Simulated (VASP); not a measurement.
Write the native input for VASP 6.6.1 that does the following.

```
Task                   : single point
Functional             : PBE
Potentials or basis    : VASP PAW PBE potentials, release 64 (B, N)
Cutoff                 : 520 eV
k mesh                 : 10 × 10 × 2
Occupations            : gaussian, width 0.05 eV
Spin                   : no spin polarisation
Dipole correction      : no
Further INCAR settings : ALGO = Normal; EDIFF = 1e-07; NBANDS = 36
```

The structure of BN lies in POSCAR:

```
BN
1.0
    1.8130010000     -1.8130010000      0.0000000000
    1.8130010000      0.0000000000     -1.8130010000
    8.1585045000      6.7987537500      6.7987537500
B N
6 6
Direct
    0.6510500000      0.6510500000      0.0624666667
   -0.2239500000     -0.2239500000      0.8958000000
    0.2760500000      0.2760500000      0.2291333333
    0.5260500000      0.5260500000      0.5624666667
   -0.0989500000     -0.0989500000      0.3958000000
    0.1510500000      0.1510500000      0.7291333333
    0.5573000000      0.5573000000      0.4374666667
    0.9323000000      0.9323000000      0.2708000000
    0.1823000000      0.1823000000      0.6041333333
    0.4323000000      0.4323000000      0.9374666667
   -0.1927000000     -0.1927000000      0.7708000000
    0.3073000000      0.3073000000      0.1041333333
```

These files were run (other wordings do the same):

INCAR

```
ALGO = Normal
EDIFF = 1E-7
ENCUT = 520
GGA = PE
ISIF = 2
ISMEAR = 0
LASPH = True
LCHARG = False
LREAL = False
LWAVE = False
NBANDS = 36
NELM = 80
PREC = Accurate
SIGMA = 0.05
```

KPOINTS

```
k-points
0
Gamma
  10 10 2
```

Potentials or basis: VASP PAW PBE potentials, release 64 (B, N).

Launch:

```console
$ cat potpaw_PBE.64/B/POTCAR potpaw_PBE.64/N/POTCAR > POTCAR
$ mpirun -np 1 vasp_std > vasp.out
```

Results of the run:

* Pressure: 2.9 GPa
* Largest force: 4.610 eV/Å
* Band gap on the k mesh: 2.28 eV (least direct gap 3.07 eV)

Caveat: forces of over 1 eV/Å act on the atoms, so gaps and moduli don't describe the material at rest.

Run time: 110 s on 1 thread of AMD EPYC 9R14 (Zen 4), with other jobs on the host, peak memory 0.21 GiB.
